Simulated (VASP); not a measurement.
BeS, 2 atoms in the cell. The structure is trigonal, space group R-3m (No. 166). The conventional cell has a = 3.277 Å, b = 3.277 Å, c = 7.987 Å, α = 90.00°, β = 90.00°, γ = 120.00°. Be (site symmetry -3m) has 6 S at 2.31 Å within 3.1 Å. S (site symmetry -3m) has 6 Be at 2.31 Å within 3.1 Å.  This cell differs from its parent crystal: strain along [111] -0.5%.

```yaml
Program: VASP 6.6.1
Task: single point
Functional: r2SCAN
Potentials_or_basis: VASP PAW PBE potentials, release 64 (Be, S)
Cutoff: 520 eV
k_mesh: 10 × 10 × 10
Occupations: gaussian, width 0.01 eV
Spin: no spin polarisation
Dipole_correction: no
Further_INCAR_settings: ALGO = Normal; EDIFF = 1e-06; NBANDS = 11
```

Potentials or basis: VASP PAW PBE potentials, release 64 (Be, S).

Command:

```sh
$ cat potpaw_PBE.64/Be/POTCAR potpaw_PBE.64/S/POTCAR > POTCAR
$ cp INCAR.step1 INCAR
$ mpirun -np 1 vasp_std > vasp.out
$ cp INCAR.step2 INCAR
$ mpirun -np 1 vasp_std > vasp.out
```

Hardware: 1 thread of Intel(R) Xeon(R) Platinum 8124M CPU @ 3.00GHz (Skylake/Cascade Lake) (shared host).

Estimate the wall time of this run.

Run time: 87 s on 1 thread of Intel(R) Xeon(R) Platinum 8124M CPU @ 3.00GHz (Skylake/Cascade Lake) (shared host), peak memory 0.16 GiB. Counts: k points 116.
